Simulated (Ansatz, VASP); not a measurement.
KF: VASP beside Ansatz

```
K F
1.0
     3.25895    0.00000    0.00000
     0.00000    3.25895    0.00000
     0.00000    0.00000    3.25895
K F
1 1
Direct
  0.00000 0.00000 0.00000
  0.50000 0.50000 0.50000
```

Alike in both runs: task single point; functional PBE; k mesh 6 × 6 × 6; occupations gaussian, width 0.1 eV; no spin polarisation.

|  | VASP | Ansatz |
| --- | --- | --- |
| version | VASP 6.6.1 | Ansatz 0.2.0 |
| potentials or method | VASP PAW PBE potentials, release 64 (K_sv, F), cutoff 520 eV | scalar-relativistic, plane waves, PAW |
| valence electrons in the cell | 16 | 16 |

Ansatz gave:

* gap on the k mesh at the Fermi level (eV): 6.27
* least direct gap on the mesh (eV): 6.32
* pressure (GPa): 0.0

Q: Estimate VASP's values.

A: gap on the k mesh at the Fermi level (eV): 6.26; least direct gap on the mesh (eV): 6.31; pressure (GPa): 0.0.
